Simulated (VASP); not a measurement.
# AlRu (P4/mmm) in VASP: a series of runs

Runs on AlRu. Level: PBEsol. Tasks: single point.

Everything below comes from runs of VASP 6.6.1. Logs are shortened: lines on timing, memory, paths and dates and some standing lists are left out, and cuts for length are marked.

## 1. The cell of the first run

The structure is tetragonal, space group P4/mmm (No. 123). Conventional cell: a = 2.999 Å, b = 2.999 Å, c = 2.887 Å, α = 90.00°, β = 90.00°, γ = 90.00°. Al (site symmetry 4/mmm) has 8 Ru at 2.57 Å and 6 Al at 2.89 to 3.00 Å within 3.4 Å. Ru (site symmetry 4/mmm) has 8 Al at 2.57 Å and 6 Ru at 2.89 to 3.00 Å within 3.4 Å.

## 2. Single point, PBEsol (uniaxial strain along a: -3.0 %)

File INCAR:

```
  ALGO = Fast
  EDIFF = 1E-6
  ENCUT = 520
  GGA = PS
  ISIF = 2
  ISMEAR = 0
  LASPH = True
  LCHARG = False
  LREAL = False
  LWAVE = False
  NBANDS = 16
  NELM = 80
  PREC = Accurate
  SIGMA = 0.1
```

File KPOINTS:

```
k-points
0
Gamma
  18 18 18
```

File POSCAR:

```
AlRu
1.0
    2.8870250209      0.0000000000      0.0000000000
    0.0000000000      2.9986368129      0.0000000000
    0.0000000000      0.0000000000      2.9986368129
Al Ru
1 1
Direct
    0.0000000000      0.0000000000      0.0000000000
    0.5000000000      0.5000000000      0.5000000000
```

Potentials or basis: VASP PAW PBE potentials, release 64 (Al, Ru_pv).

The run is started by

```
$ cat potpaw_PBE.64/Al/POTCAR potpaw_PBE.64/Ru_pv/POTCAR > POTCAR
$ mpirun -np 1 vasp_std > vasp.out
```

OUTCAR:

```text
EDIFF = 1E-6
   ENCUT = 520
   GGA = PS
   ISIF = 2
   ISMEAR = 0
   LASPH = True
   LREAL = False
   NELM = 80
   PREC = Accurate

 ion  position               nearest neighbor table
   1  0.000  0.000  0.000-   2 2.57   2 2.57   2 2.57   2 2.57   2 2.57   2 2.57   2 2.57   2 2.57

   2  0.500  0.500  0.500-   1 2.57   1 2.57   1 2.57   1 2.57   1 2.57   1 2.57   1 2.57   1 2.57

  LATTYP: Found a simple tetragonal cell.
 ALAT       =     2.9986368129
 C/A-ratio  =     0.9627791563

  Lattice vectors:

 A1 = (   0.0000000000,   2.9986368129,   0.0000000000)
 A2 = (   0.0000000000,   0.0000000000,   2.9986368129)
 A3 = (   2.8870250209,   0.0000000000,   0.0000000000)

Analysis of symmetry for initial positions (statically):
=====================================================================
 Subroutine PRICEL returns:
 Original cell was already a primitive cell.

 Routine SETGRP: Setting up the symmetry group for a
 simple tetragonal supercell.

 Subroutine GETGRP returns: Found 16 space group operations
 (whereof 16 operations were pure point group operations)
 out of a pool of 16 trial point group operations.

The static configuration has the point symmetry D_4h.

Analysis of symmetry for dynamics (positions and initial velocities):
=====================================================================
 Subroutine PRICEL returns:
 Original cell was already a primitive cell.

 Routine SETGRP: Setting up the symmetry group for a
 simple tetragonal supercell.

 Subroutine GETGRP returns: Found 16 space group operations
 (whereof 16 operations were pure point group operations)
 out of a pool of 16 trial point group operations.

The dynamic configuration has the point symmetry D_4h.

 Subroutine INISYM returns: Found 16 space group operations
 (whereof 16 operations are pure point group operations),
 and found     1 'primitive' translations

----------------------------------------------------------------------------------------

                                     Primitive cell

  volume of cell :      25.9596

  direct lattice vectors                    reciprocal lattice vectors
     2.887025021  0.000000000  0.000000000     0.346377324  0.000000000  0.000000000
     0.000000000  2.998636813  0.000000000     0.000000000  0.333484867  0.000000000
     0.000000000  0.000000000  2.998636813     0.000000000  0.000000000  0.333484867

  length of vectors
     2.887025021  2.998636813  2.998636813     0.346377324  0.333484867  0.333484867

  position of ions in fractional coordinates (direct lattice)
     0.000000000  0.000000000  0.000000000
     0.500000000  0.500000000  0.500000000

  ion indices of the primitive-cell ions
   primitive index   ion index
                 1           1
                 2           2

----------------------------------------------------------------------------------------

 KPOINTS: k-points

Automatic generation of k-mesh.
 Grid dimensions read from file:
 generate k-points for:   18   18   18

 Generating k-lattice:

  Cartesian coordinates                     Fractional coordinates (reciprocal lattice)
     0.019243185  0.000000000  0.000000000     0.055555556  0.000000000  0.000000000
     0.000000000  0.018526937  0.000000000     0.000000000  0.055555556  0.000000000
     0.000000000  0.000000000  0.018526937     0.000000000  0.000000000  0.055555556

  Length of vectors
     0.019243185  0.018526937  0.018526937

  Shift w.r.t. Gamma in fractional coordinates (k-lattice)
     0.000000000  0.000000000  0.000000000

 Subroutine IBZKPT returns following result:
 ===========================================

 Found    550 irreducible k-points:

 Following reciprocal coordinates:
            Coordinates               Weight
  0.000000  0.000000  0.000000      1.000000
  0.055556  0.000000  0.000000      2.000000
  0.111111  0.000000  0.000000      2.000000
  0.166667  0.000000  0.000000      2.000000
  0.222222  0.000000  0.000000      2.000000
  0.277778  0.000000  0.000000      2.000000
[... 16 lines left out ...]
  0.111111  0.111111  0.000000      8.000000
  0.166667  0.111111  0.000000      8.000000
 [... further k-points ...]
   k-points           NKPTS =    550   k-points in BZ     NKDIM =    550   number of bands    NBANDS=     16
   number of dos      NEDOS =    301   number of ions     NIONS =      2
   total plane-waves  NPLWV =  13824
   dimension x,y,z NGX =    24 NGY =   24 NGZ =   24
   dimension x,y,z NGXF=    48 NGYF=   48 NGZF=   48
   ions per type =               1   1
   NGX,Y,Z   is equivalent  to a cutoff of  13.82, 13.31, 13.31 a.u.
   NGXF,Y,Z  is equivalent  to a cutoff of  27.64, 26.61, 26.61 a.u.
 SYSTEM =  unknown system
   PREC   = accura    normal or accurate (medium, high low for compatibility)
   ISTART =      0    job   : 0-new  1-cont  2-samecut
   ICHARG =      2    charge: 1-file 2-atom 10-const
   ISPIN  =      1    spin polarized calculation?
   LNONCOLLINEAR =      F non collinear calculations
   LSORBIT =      F    spin-orbit coupling
   LASPH  =      T    aspherical Exc in radial PAW
   ENCUT  =  520.0 eV  38.22 Ry    6.18 a.u.   5.37  5.58  5.58*2*pi/ulx,y,z
   NELM   =     80;   NELMIN=  2; NELMDL= -5     # of ELM steps
   EDIFF  = 0.1E-05   stopping-criterion for ELM
   LREAL  =      F    real-space projection
   EDIFFG = 0.1E-04   stopping-criterion for IOM
   NSW    =      0    number of steps for IOM
   IBRION =     -1    ionic relax: 0-MD 1-quasi-New 2-CG
   NFREE  =      0    steps in history (QN), initial steepest desc. (CG)
   ISIF   =      2    stress and relaxation
   ISYM   =      2    0-nonsym 1-usesym 2-fastsym
   POTIM  = 0.5000    time-step for ionic-motion
   TEBEG  =    0.0;   TEEND  =   0.0 temperature during run
   PSTRESS=    0.0 pullay stress
   NELECT =      17.0000    total number of electrons
   NUPDOWN=      -1.0000    fix difference up-down
   EMIN   =  10.00;   EMAX   =-10.00  energy-range for DOS
   EFERMI =   0.00;   METHOD = LEGACY
   ISMEAR =     0;   SIGMA  =   0.10  broadening in eV -4-tet -1-fermi 0-gaus
   EFERMI_NEDOS =   21; number of points for ismear=-14 and -15
   IALGO  =     68    algorithm
   IMIX   =      4    mixing-type and parameters
     AMIX     =   0.40;   BMIX     =  1.00
     AMIX_MAG =   1.60;   BMIX_MAG =  1.00
  volume/ion in A,a.u.               =      12.98        87.59
  Fermi-wavevector in a.u.,A,eV,Ry     =   1.421647  2.686523 27.498457  2.021080
  Thomas-Fermi vector in A             =   2.542434
   LORBIT       =      0    0 simple, 1 ext, 2 COOP (PROOUT), +10 PAW based schemes
   GGA     = PS    functional components
   LHFCALC =     F    Hartree Fock is set to
   AEXX    =    0.0000 exact exchange contribution
   IVDW    =     0    specifies the selected vdW correction
   LEPSILON=     F    determine dielectric tensor
   LRPA    =     F    only Hartree local field effects (RPA)
 non-spin polarized calculation
 RMM-DIIS sequential band-by-band and
 Gauss-broadening in eV      SIGMA  =   0.10
  energy-cutoff  :      520.00
  volume of cell :       25.96
 maximum number of plane-waves:       723
 NGX is ok and might be reduce to    24
   NGX = 11   NGY = 11   NGZ = 11

 number of electron      16.9999999 magnetization

 Free energy of the ion-electron system (eV)
  ---------------------------------------------------
  ext. energy  EPLUGINS =         0.00000000
  ---------------------------------------------------
  free energy    TOTEN  =       -15.50534818 eV

  energy without entropy =      -15.49798270  energy(sigma->0) =      -15.50166544

 E-fermi :  11.0475     XC(G=0): -12.8469

 val. band max:       11.0462498852   @ k =   0.1111   0.5000   0.1111
 cond. band min:      11.0512488053   @ k =   0.1111   0.1111   0.0000
 fundamental gap:      0.0049989201
 Fermi energy:        11.0475421146

 k-point     1 :       0.0000    0.0000    0.0000
  band No.  band energies     occupation
      1     -30.7009      2.00000
      2     -30.7009      2.00000
      3     -30.6440      2.00000
      4       1.1706      2.00000
      5       7.2617      2.00000
      6       7.2786      2.00000
[... 8 lines left out ...]
     15      23.0306      0.00000
     16      26.7640      0.00000

 k-point     2 :       0.0556    0.0000    0.0000
  band No.  band energies     occupation
      1     -30.7001      2.00000
      2     -30.7001      2.00000
      3     -30.6532      2.00000
      4       1.2345      2.00000
      5       7.2863      2.00000
      6       7.3123      2.00000
[... 8 lines left out ...]
     15      23.0314      0.00000
     16      27.0087      0.00000

 k-point     3 :       0.1111    0.0000    0.0000
  band No.  band energies     occupation
      1     -30.6977      2.00000
      2     -30.6977      2.00000
      3     -30.6798      2.00000
      4       1.4243      2.00000
      5       7.3582      2.00000
      6       7.4023      2.00000
[... 8 lines left out ...]
     15      23.0395      0.00000
     16      27.7429      0.00000

 k-point     4 :       0.1667    0.0000    0.0000
  band No.  band energies     occupation
      1     -30.7202      2.00000
      2     -30.6941      2.00000
      3     -30.6941      2.00000
      4       1.7338      2.00000
      5       7.4719      2.00000
      6       7.5143      2.00000
[... 8 lines left out ...]
     15      23.3708      0.00000
     16      28.9164      0.00000

 k-point     5 :       0.2222    0.0000    0.0000
  band No.  band energies     occupation
      1     -30.7695      2.00000
      2     -30.6897      2.00000
      3     -30.6897      2.00000
      4       2.1537      2.00000
      5       7.5865      2.00000
      6       7.6179      2.00000
[... 8 lines left out ...]
     15      23.7631      0.00000
     16      28.3162      0.00000

 k-point     6 :       0.2778    0.0000    0.0000
  band No.  band energies     occupation
      1     -30.8216      2.00000
      2     -30.6850      2.00000
      3     -30.6850      2.00000
      4       2.6716      2.00000
      5       7.5352      2.00000
      6       7.7819      2.00000
[... 8 lines left out ...]
     15      24.0834      0.00000
     16      27.2770      0.00000

 k-point     7 :       0.3333    0.0000    0.0000
  band No.  band energies     occupation
      1     -30.8703      2.00000
      2     -30.6805      2.00000
      3     -30.6805      2.00000
      4       3.2720      2.00000
      5       7.2873      2.00000
      6       7.9455      2.00000
[... 8 lines left out ...]
     15      24.3515      0.00000
     16      26.2536      0.00000

 k-point     8 :       0.3889    0.0000    0.0000
  band No.  band energies     occupation
      1     -30.9097      2.00000
      2     -30.6769      2.00000
      3     -30.6769      2.00000
      4       3.9341      2.00000
      5       6.8324      2.00000
      6       8.0866      2.00000
[... 8 lines left out ...]
     15      25.2899      0.00000
     16      25.2967      0.00000

 k-point     9 :       0.4444    0.0000    0.0000
  band No.  band energies     occupation
      1     -30.9353      2.00000
      2     -30.6746      2.00000
      3     -30.6746      2.00000
      4       4.6181      2.00000
      5       6.2418      2.00000
      6       8.1830      2.00000
[... 8 lines left out ...]
     15      24.4954      0.00000
     16      24.7241      0.00000
[... 172 lines left out ...]
 k-point    19 :       0.4444    0.0556    0.0000
  band No.  band energies     occupation
      1     -30.9345      2.00000
      2     -30.6806      2.00000
      3     -30.6740      2.00000
      4       4.6639      2.00000
      5       6.2347      2.00000
      6       8.2135      2.00000
[... 8 lines left out ...]
     15      24.4210      0.00000
     16      25.2797      0.00000

 k-point    20 :       0.5000    0.0556    0.0000
  band No.  band energies     occupation
      1     -30.9434      2.00000
      2     -30.6798      2.00000
      3     -30.6732      2.00000
      4       5.1486      2.00000
      5       5.7736      2.00000
      6       8.2502      2.00000
[... 8 lines left out ...]
     15      24.0299      0.00000
     16      25.3642      0.00000

 k-point    21 :       0.0000    0.1111    0.0000
  band No.  band energies     occupation
      1     -30.7258      2.00000
      2     -30.6988      2.00000
      3     -30.6420      2.00000
      4       1.4084      2.00000
      5       7.3329      2.00000
      6       7.3550      2.00000
[... 8 lines left out ...]
     15      23.0477      0.00000
     16      27.4037      0.00000

 k-point    22 :       0.0556    0.1111    0.0000
  band No.  band energies     occupation
      1     -30.7249      2.00000
      2     -30.6980      2.00000
      3     -30.6512      2.00000
      4       1.4712      2.00000
      5       7.3594      2.00000
      6       7.3888      2.00000
[... 8 lines left out ...]
     15      23.0934      0.00000
     16      27.5935      0.00000

 k-point    23 :       0.1111    0.1111    0.0000
  band No.  band energies     occupation
      1     -30.7225      2.00000
      2     -30.6956      2.00000
      3     -30.6776      2.00000
      4       1.6575      2.00000
      5       7.4291      2.00000
      6       7.4871      2.00000
[... 8 lines left out ...]
     15      23.4182      0.00000
     16      28.1574      0.00000

 k-point    24 :       0.1667    0.1111    0.0000
  band No.  band energies     occupation
      1     -30.7200      2.00000
      2     -30.7165      2.00000
      3     -30.6920      2.00000
      4       1.9608      2.00000
      5       7.5322      2.00000
      6       7.6178      2.00000
[... 8 lines left out ...]
     15      23.9636      0.00000
     16      28.4940      0.00000

 [... further k-points ...]
[... 5 lines left out ...]
  --------------------------------------------------------------------------------------
  -------------------------------------------------------------------------------------
  Total        1.4198770      0.1984275      0.1984275     -0.0000000      0.0000000      0.0000000
  in kB       87.6320628     12.2465612     12.2465612     -0.0000000      0.0000000      0.0000000
  external PRESSURE =      37.3750617 kB  Pullay stress =       0.0000000 kB

 VOLUME and BASIS-vectors are now :
 -----------------------------------------------------------------------------
  energy-cutoff  :      520.00
  volume of cell :       25.96
      direct lattice vectors                 reciprocal lattice vectors
     2.887025021  0.000000000  0.000000000     0.346377324  0.000000000  0.000000000
     0.000000000  2.998636813  0.000000000     0.000000000  0.333484867  0.000000000
     0.000000000  0.000000000  2.998636813     0.000000000  0.000000000  0.333484867

 POSITION                                       TOTAL-FORCE (eV/Angst)
 -----------------------------------------------------------------------------------
      0.00000      0.00000      0.00000         0.000000      0.000000      0.000000
      1.44351      1.49932      1.49932         0.000000      0.000000      0.000000
 -----------------------------------------------------------------------------------
    total drift:                                0.000000     -0.000000     -0.000000

  FREE ENERGIE OF THE ION-ELECTRON SYSTEM (eV)
  ---------------------------------------------------
  free  energy   TOTEN  =       -15.5053481840 eV

  energy  without entropy=      -15.4979827029  energy(sigma->0) =      -15.50166544
```

Run time: 81 s. Hardware: 1 thread of Intel Xeon 6975P-C (Granite Rapids), shared host; peak memory 0.32 GiB.

Results:

```
Free energy : -15.5053 eV
Pressure    : 3.7 GPa
```

Stress tensor (GPa, compression positive):
```
8.76 0.00 0.00
0.00 1.22 0.00
0.00 0.00 1.22
```

Levels at points of the mesh, in eV from the Fermi level:
```tsv
k point	band 6	band 7	band 8	band 9	band 10	band 11	band 12	band 13
(0.00, 0.00, 0.00)	-3.77	0.02	0.29	0.29	5.82	5.82	7.03	11.02
(0.50, 0.00, 0.00)	-2.83	-1.85	-1.85	0.35	2.85	7.40	10.83	10.83
(0.00, 0.50, 0.00)	-2.99	-1.82	-1.36	0.53	2.16	7.42	10.82	11.84
(0.50, 0.50, 0.00)	-1.46	-1.42	-1.29	-1.18	1.66	5.69	6.66	10.55
(0.00, 0.50, 0.50)	-1.54	-1.54	-0.98	-0.98	1.42	5.11	6.41	11.47
(0.50, 0.50, 0.50)	-4.77	1.55	1.84	2.79	4.08	4.08	4.35	8.49
```

Caveat: the cell differs from its parent crystal (uniaxial strain along a: -3.0 %); the PAW data sets were made with another functional, which shifts forces and pressure a little.

[end of part 1 of 2]
